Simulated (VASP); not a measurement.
# InP (zincblende type) (F-43m) in VASP: a series of runs

InP (zincblende type) is run at these levels: PBE; tasks: single point, relaxation of cell and atoms.

All numbers are computed with VASP 6.6.1; they aren't measurements. Logs are shortened: lines on timing, memory, paths and dates and some standing lists are left out, and cuts for length are marked.

## Step 1: The cell of the first run

Symmetry: F-43m, No. 216, cubic system. The conventional cell has a = 5.616 Å, b = 5.616 Å, c = 5.616 Å, α = 90.00°, β = 90.00°, γ = 90.00°. In (site symmetry -43m) has 4 P at 2.43 Å within 3.2 Å. P (site symmetry -43m) has 4 In at 2.43 Å within 3.2 Å.

## Step 2: Single point, PBE

INCAR reads:

```
ALGO = Normal ; EDIFF = 1E-6
ENCUT = 520 ; GGA = PE
ISIF = 2 ; ISMEAR = -1
LASPH = T ; LCHARG = T
LELF = T ; LREAL = F
LVHAR = T ; LWAVE = F
NBANDS = 16 ; NELM = 60
PREC = Accurate ; SIGMA = 0.05
```

KPOINTS reads:

```
k-points
0
Gamma
  12 12 12
```

POSCAR reads:

```
InP
1.0
    0.0000000000      2.8078211531      2.8078211531
    2.8078211531      0.0000000000      2.8078211531
    2.8078211531      2.8078211531      0.0000000000
In P
1 1
Direct
    0.0000000000      0.0000000000      0.0000000000
    0.2500000000      0.2500000000      0.2500000000
```

Potentials or basis: VASP PAW PBE potentials, release 64 (In_d, P).

Command:

```sh
> cat potpaw_PBE.64/In_d/POTCAR potpaw_PBE.64/P/POTCAR > POTCAR
> mpirun -np 1 vasp_std > vasp.out
```

OUTCAR:

```text
EDIFF = 1E-6
   ENCUT = 520
   GGA = PE
   ISIF = 2
   ISMEAR = -1
   LASPH = T
   LREAL = F
   NELM = 60
   PREC = Accurate

 ion  position               nearest neighbor table
   1  0.000  0.000  0.000-   2 2.43   2 2.43   2 2.43   2 2.43
   2  0.250  0.250  0.250-   1 2.43   1 2.43   1 2.43   1 2.43

  LATTYP: Found a face centered cubic cell.
 ALAT       =     5.6156423062

  Lattice vectors:

 A1 = (   0.0000000000,   2.8078211531,   2.8078211531)
 A2 = (   2.8078211531,   0.0000000000,   2.8078211531)
 A3 = (   2.8078211531,   2.8078211531,   0.0000000000)

Analysis of symmetry for initial positions (statically):
=====================================================================
 Subroutine PRICEL returns:
 Original cell was already a primitive cell.

 Routine SETGRP: Setting up the symmetry group for a
 face centered cubic supercell.

 Subroutine GETGRP returns: Found 24 space group operations
 (whereof 24 operations were pure point group operations)
 out of a pool of 48 trial point group operations.

The static configuration has the point symmetry T_d .

Analysis of symmetry for dynamics (positions and initial velocities):
=====================================================================
 Subroutine PRICEL returns:
 Original cell was already a primitive cell.

 Routine SETGRP: Setting up the symmetry group for a
 face centered cubic supercell.

 Subroutine GETGRP returns: Found 24 space group operations
 (whereof 24 operations were pure point group operations)
 out of a pool of 48 trial point group operations.

The dynamic configuration has the point symmetry T_d .

 Subroutine INISYM returns: Found 24 space group operations
 (whereof 24 operations are pure point group operations),
 and found     1 'primitive' translations

----------------------------------------------------------------------------------------

                                     Primitive cell

  volume of cell :      44.2729

  direct lattice vectors                    reciprocal lattice vectors
     0.000000000  2.807821153  2.807821153    -0.178074020  0.178074020  0.178074020
     2.807821153  0.000000000  2.807821153     0.178074020 -0.178074020  0.178074020
     2.807821153  2.807821153  0.000000000     0.178074020  0.178074020 -0.178074020

  length of vectors
     3.970858755  3.970858755  3.970858755     0.308433250  0.308433250  0.308433250

  position of ions in fractional coordinates (direct lattice)
     0.000000000  0.000000000  0.000000000
     0.250000000  0.250000000  0.250000000

  ion indices of the primitive-cell ions
   primitive index   ion index
                 1           1
                 2           2

----------------------------------------------------------------------------------------

 KPOINTS: k-points

Automatic generation of k-mesh.
 Grid dimensions read from file:
 generate k-points for:   12   12   12

 Generating k-lattice:

  Cartesian coordinates                     Fractional coordinates (reciprocal lattice)
    -0.014839502  0.014839502  0.014839502     0.083333333  0.000000000  0.000000000
     0.014839502 -0.014839502  0.014839502     0.000000000  0.083333333  0.000000000
     0.014839502  0.014839502 -0.014839502     0.000000000  0.000000000  0.083333333

  Length of vectors
     0.025702771  0.025702771  0.025702771

  Shift w.r.t. Gamma in fractional coordinates (k-lattice)
     0.000000000  0.000000000  0.000000000

 Subroutine IBZKPT returns following result:
 ===========================================

 Found     72 irreducible k-points:

 Following reciprocal coordinates:
            Coordinates               Weight
  0.000000  0.000000  0.000000      1.000000
  0.083333  0.000000  0.000000      8.000000
  0.166667  0.000000  0.000000      8.000000
  0.250000  0.000000  0.000000      8.000000
  0.333333  0.000000  0.000000      8.000000
  0.416667  0.000000  0.000000      8.000000
[... 16 lines left out ...]
  0.500000  0.166667  0.000000     24.000000
 -0.416667  0.166667  0.000000     24.000000
 [... further k-points ...]
   k-points           NKPTS =     72   k-points in BZ     NKDIM =     72   number of bands    NBANDS=     16
   number of dos      NEDOS =    301   number of ions     NIONS =      2
   total plane-waves  NPLWV =  27000
   dimension x,y,z NGX =    30 NGY =   30 NGZ =   30
   dimension x,y,z NGXF=    60 NGYF=   60 NGZF=   60
   ions per type =               1   1
   NGX,Y,Z   is equivalent  to a cutoff of  12.56, 12.56, 12.56 a.u.
   NGXF,Y,Z  is equivalent  to a cutoff of  25.12, 25.12, 25.12 a.u.
 SYSTEM =  unknown system
   PREC   = accura    normal or accurate (medium, high low for compatibility)
   ISTART =      0    job   : 0-new  1-cont  2-samecut
   ICHARG =      2    charge: 1-file 2-atom 10-const
   ISPIN  =      1    spin polarized calculation?
   LNONCOLLINEAR =      F non collinear calculations
   LSORBIT =      F    spin-orbit coupling
   LASPH  =      T    aspherical Exc in radial PAW
   ENCUT  =  520.0 eV  38.22 Ry    6.18 a.u.   7.38  7.38  7.38*2*pi/ulx,y,z
   NELM   =     60;   NELMIN=  2; NELMDL= -5     # of ELM steps
   EDIFF  = 0.1E-05   stopping-criterion for ELM
   LREAL  =      F    real-space projection
   EDIFFG = 0.1E-04   stopping-criterion for IOM
   NSW    =      0    number of steps for IOM
   IBRION =     -1    ionic relax: 0-MD 1-quasi-New 2-CG
   NFREE  =      0    steps in history (QN), initial steepest desc. (CG)
   ISIF   =      2    stress and relaxation
   ISYM   =      2    0-nonsym 1-usesym 2-fastsym
   POTIM  = 0.5000    time-step for ionic-motion
   TEBEG  =    0.0;   TEEND  =   0.0 temperature during run
   PSTRESS=    0.0 pullay stress
   NELECT =      18.0000    total number of electrons
   NUPDOWN=      -1.0000    fix difference up-down
   EMIN   =  10.00;   EMAX   =-10.00  energy-range for DOS
   EFERMI =   0.00;   METHOD = LEGACY
   ISMEAR =    -1;   SIGMA  =   0.05  broadening in eV -4-tet -1-fermi 0-gaus
   EFERMI_NEDOS =   21; number of points for ismear=-14 and -15
   IALGO  =     38    algorithm
   IMIX   =      4    mixing-type and parameters
     AMIX     =   0.40;   BMIX     =  1.00
     AMIX_MAG =   1.60;   BMIX_MAG =  1.00
  volume/ion in A,a.u.               =      22.14       149.38
  Fermi-wavevector in a.u.,A,eV,Ry     =   1.212792  2.291844 20.012317  1.470864
  Thomas-Fermi vector in A             =   2.348264
   LORBIT       =      0    0 simple, 1 ext, 2 COOP (PROOUT), +10 PAW based schemes
   GGA     = PE    functional components
   LHFCALC =     F    Hartree Fock is set to
   AEXX    =    0.0000 exact exchange contribution
   IVDW    =     0    specifies the selected vdW correction
   LEPSILON=     F    determine dielectric tensor
   LRPA    =     F    only Hartree local field effects (RPA)
 non-spin polarized calculation
  energy-cutoff  :      520.00
  volume of cell :       44.27
 maximum number of plane-waves:      1243
 NGX is ok and might be reduce to    30
   NGX = 15   NGY = 15   NGZ = 15

 number of electron      18.0000000 magnetization

 Free energy of the ion-electron system (eV)
  ---------------------------------------------------
  ext. energy  EPLUGINS =         0.00000000
  ---------------------------------------------------
  free energy    TOTEN  =        -8.04394239 eV

  energy without entropy =       -8.04394239  energy(sigma->0) =       -8.04394239

 E-fermi :   7.4406     XC(G=0):  -9.8655

 val. band max:        6.7077049950   @ k =   0.0000   0.0000   0.0000
 cond. band min:       8.1053739969   @ k =   0.0000   0.0000   0.0000
 fundamental gap:      1.3976690020
 Fermi energy:         7.4405907899

 k-point     1 :       0.0000    0.0000    0.0000
  band No.  band energies     occupation
      1      -7.8144      2.00000
      2      -7.8144      2.00000
      3      -7.8144      2.00000
      4      -7.5859      2.00000
      5      -7.5859      2.00000
      6      -5.7755      2.00000
[... 8 lines left out ...]
     15      16.3454      0.00000
     16      16.3454      0.00000

 k-point     2 :       0.0833    0.0000    0.0000
  band No.  band energies     occupation
      1      -7.8304      2.00000
      2      -7.8091      2.00000
      3      -7.8091      2.00000
      4      -7.5860      2.00000
      5      -7.5860      2.00000
      6      -5.6764      2.00000
[... 8 lines left out ...]
     15      15.9130      0.00000
     16      16.3492      0.00000

 k-point     3 :       0.1667    0.0000    0.0000
  band No.  band energies     occupation
      1      -7.8711      2.00000
      2      -7.7953      2.00000
      3      -7.7953      2.00000
      4      -7.5854      2.00000
      5      -7.5854      2.00000
      6      -5.3891      2.00000
[... 8 lines left out ...]
     15      15.4103      0.00000
     16      16.5903      0.00000

 k-point     4 :       0.2500    0.0000    0.0000
  band No.  band energies     occupation
      1      -7.9214      2.00000
      2      -7.7788      2.00000
      3      -7.7788      2.00000
      4      -7.5821      2.00000
      5      -7.5821      2.00000
      6      -4.9408      2.00000
[... 8 lines left out ...]
     15      15.3912      0.00000
     16      16.1137      0.00000

 k-point     5 :       0.3333    0.0000    0.0000
  band No.  band energies     occupation
      1      -7.9672      2.00000
      2      -7.7655      2.00000
      3      -7.7655      2.00000
      4      -7.5753      2.00000
      5      -7.5753      2.00000
      6      -4.3832      2.00000
[... 8 lines left out ...]
     15      15.9822      0.00000
     16      15.9822      0.00000

 k-point     6 :       0.4167    0.0000    0.0000
  band No.  band energies     occupation
      1      -7.9987      2.00000
      2      -7.7580      2.00000
      3      -7.7580      2.00000
      4      -7.5679      2.00000
      5      -7.5679      2.00000
      6      -3.8375      2.00000
[... 8 lines left out ...]
     15      16.9587      0.00000
     16      16.9587      0.00000
[... 267 lines left out ...]
 k-point    21 :       0.3333    0.1667    0.0000
  band No.  band energies     occupation
      1      -7.9770      2.00000
      2      -7.7493      2.00000
      3      -7.7408      2.00000
      4      -7.6127      2.00000
      5      -7.5604      2.00000
      6      -4.4649      2.00000
[... 8 lines left out ...]
     15      16.8648      0.00000
     16      17.8982      0.00000

 k-point    22 :       0.4167    0.1667    0.0000
  band No.  band energies     occupation
      1      -8.0037      2.00000
      2      -7.7442      2.00000
      3      -7.7308      2.00000
      4      -7.6059      2.00000
      5      -7.5571      2.00000
      6      -3.9154      2.00000
[... 8 lines left out ...]
     15      17.5308      0.00000
     16      17.8560      0.00000

 k-point    23 :       0.5000    0.1667    0.0000
  band No.  band energies     occupation
      1      -8.0178      2.00000
      2      -7.7435      2.00000
      3      -7.7275      2.00000
      4      -7.5940      2.00000
      5      -7.5597      2.00000
      6      -3.4515      2.00000
[... 8 lines left out ...]
     15      17.6839      0.00000
     16      18.2441      0.00000

 k-point    24 :      -0.4167    0.1667    0.0000
  band No.  band energies     occupation
      1      -8.0166      2.00000
      2      -7.7451      2.00000
      3      -7.7300      2.00000
      4      -7.5827      2.00000
      5      -7.5692      2.00000
      6      -3.3696      2.00000
[... 8 lines left out ...]
     15      16.6586      0.00000
     16      17.9098      0.00000

 [... further k-points ...]
[... 5 lines left out ...]
  --------------------------------------------------------------------------------------
  -------------------------------------------------------------------------------------
  Total        4.3858429      4.3858429      4.3858429      0.0000000      0.0000000     -0.0000000
  in kB      158.7176881    158.7176881    158.7176881      0.0000000      0.0000000     -0.0000000
  external PRESSURE =     158.7176881 kB  Pullay stress =       0.0000000 kB

 VOLUME and BASIS-vectors are now :
 -----------------------------------------------------------------------------
  energy-cutoff  :      520.00
  volume of cell :       44.27
      direct lattice vectors                 reciprocal lattice vectors
     0.000000000  2.807821153  2.807821153    -0.178074020  0.178074020  0.178074020
     2.807821153  0.000000000  2.807821153     0.178074020 -0.178074020  0.178074020
     2.807821153  2.807821153  0.000000000     0.178074020  0.178074020 -0.178074020

 POSITION                                       TOTAL-FORCE (eV/Angst)
 -----------------------------------------------------------------------------------
      0.00000      0.00000      0.00000        -0.000000     -0.000000     -0.000000
      1.40391      1.40391      1.40391         0.000000      0.000000      0.000000
 -----------------------------------------------------------------------------------
    total drift:                                0.000000      0.000000      0.000000

  FREE ENERGIE OF THE ION-ELECTRON SYSTEM (eV)
  ---------------------------------------------------
  free  energy   TOTEN  =        -8.0439423905 eV

  energy  without entropy=       -8.0439423858  energy(sigma->0) =       -8.04394239
```

Wall time 45 s (1 thread of Intel Xeon 6975P-C (Granite Rapids), shared host); peak memory 0.19 GiB.

What came out:

| Quantity | Value |
| --- | --- |
| Free energy | -8.0439 eV |
| Pressure | 15.9 GPa |
| Band gap on the k mesh | 1.40 eV, direct |

Levels at points of the mesh, in eV from the valence-band top:
```csv
k point,band 5,band 6,band 7,band 8,band 9,band 10,band 11,band 12,band 13,band 14
"(0.00, 0.00, 0.00)",-14.29,-12.48,0.00,0.00,0.00,1.40,4.05,4.05,4.05,9.20
"(0.50, 0.00, 0.00)",-14.27,-10.29,-6.49,-1.18,-1.18,1.80,4.79,4.79,7.29,10.13
"(0.50, 0.50, 0.00)",-14.24,-9.49,-6.36,-2.80,-2.80,1.51,2.20,10.06,10.44,10.44
```

Caveat: spin-orbit coupling is left out, which moves the levels of the heavy elements. A k mesh can miss the band edges.

## Step 3: Relaxation of cell and atoms, PBE, target pressure 16 GPa, at which the enthalpy is minimised

INCAR reads:

```
  PREC = Accurate
  ENCUT = 600
  EDIFF = 1E-6
  ISMEAR = -1
  SIGMA = 0.05
  LREAL = False
  LASPH = True
  NELM = 60
  ALGO = Normal
  ISIF = 3
  LWAVE = False
  LCHARG = False
  GGA = PE
  IBRION = 2
  NSW = 32
  EDIFFG = -0.005
  PSTRESS = 160.0
```

KPOINTS reads:

```
regular mesh
0
Gamma
  12 12 12
```

POSCAR is that of step 2.

Potentials or basis: VASP PAW PBE potentials, release 64 (In_d, P).

Command:

```sh
> cat potpaw_PBE.64/In_d/POTCAR potpaw_PBE.64/P/POTCAR > POTCAR
> mpirun -np 1 vasp_std > vasp.out
```

It took 60 s on 1 thread of Intel Xeon 6975P-C (Granite Rapids), shared host; peak memory 0.21 GiB.

The run converged. Its results:

```
Free energy                                            : -8.0412 eV
Relaxed volume                                         : 22.12 Å³/atom
Relaxed cell                                           : a = 3.970 Å, b = 3.970 Å, c = 3.970 Å, α = 60.00°, β = 60.00°, γ = 60.00°
Space group after relaxing (to 0.05 Å)                 : F-43m (No. 216)
Energy change on relaxing (the enthalpy is what falls) : +1.4 meV/atom
Ionic steps                                            : 3
Pressure after relaxing                                : 16.0 GPa
Band gap on the k mesh                                 : 1.40 eV, direct
```

Step by step:
```tsv
step	energy change (eV)	largest force (eV/Å)	pressure (GPa)	volume (Å³)
1	0.0000	0.0000	15.92	44.27
2	0.0073	0.0000	16.13	44.20
3	0.0029	0.0000	15.99	44.24
```

Final structure:
```
In P
1.0
     0.00000    2.80721    2.80721
     2.80721    0.00000    2.80721
     2.80721    2.80721    0.00000
In P
1 1
Cartesian
  0.0000 0.0000 0.0000
  1.4036 1.4036 1.4036
```

Levels at points of the mesh, in eV from the valence-band top:
```csv
k point,band 7,band 8,band 9,band 10,band 11,band 12
"(0.00, 0.00, 0.00)",0.00,0.00,0.00,1.40,4.05,4.05
"(0.50, 0.00, 0.00)",-6.49,-1.18,-1.18,1.80,4.79,4.79
"(0.50, 0.50, 0.00)",-6.36,-2.80,-2.80,1.51,2.20,10.07
```

Caveat: the cell is relaxed towards a set pressure, so the enthalpy falls and the energy may rise; spin-orbit coupling is left out, which moves the levels of the heavy elements. A k mesh can miss the band edges.
